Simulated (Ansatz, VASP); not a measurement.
Si in VASP and in Ansatz

File INCAR:

```
SYSTEM = Si
PREC = Accurate ; ENCUT = 520
EDIFF = 1E-7 ; ISMEAR = -1
SIGMA = 0.05 ; LREAL = .FALSE.
LASPH = .TRUE. ; NELM = 60
ALGO = Normal ; ISIF = 2
LWAVE = .FALSE. ; LCHARG = .FALSE.
GGA = PE ; NBANDS = 8
```

KPOINTS

```
Automatic mesh
0
G
  17 17 17
  0 0 0
```

Contents of POSCAR:

```
Si
1.0
   -1.4002531446      1.4002531446      1.4002531446
    1.4002531446     -1.4002531446      1.4002531446
    1.4002531446      1.4002531446     -1.4002531446
Si
1
Direct
    0.0000000000      0.0000000000      0.0000000000
```

Input for Ansatz:

```yaml
crystal:
  lattice:
    - [-1.4002531446, 1.4002531446, 1.4002531446]
    - [1.4002531446, -1.4002531446, 1.4002531446]
    - [1.4002531446, 1.4002531446, -1.4002531446]
  atoms:
    - { symbol: Si, position: [0.0, 0.0, 0.0] }
kpoints:
  mp_grid: { grid: [17, 17, 17] }
scf:
  occupations: { method: fermi_dirac, width: 0.05 }
hamiltonian:
  xc: pbe
  pseudopotentials: { kind: all_electron, lapw: { basis_error: 0.001 } }
output:
  forces: true
  stress: true
  eigenvalues: true
  populations: true
```

Change from the starting cell: volume scaled by 0.75, LAPW.

Alike in both runs: task single point; functional PBE; k mesh 17 × 17 × 17; occupations fermi-dirac, width 0.05 eV; no spin polarisation.

|  | VASP | Ansatz |
| --- | --- | --- |
| version | VASP 6.6.1 | Ansatz 0.2.0 |
| potentials or method | VASP PAW PBE potentials, release 64 (Si), cutoff 520 eV | all-electron LAPW, scalar-relativistic |

```tsv
	VASP	Ansatz	Ansatz less VASP
pressure (GPa)	49.2	49.4	+0.25
```

Both programs put the cell under a high pressure, so it lies far from rest at this level. Ansatz ran all-electron here, and VASP with PAW potentials.
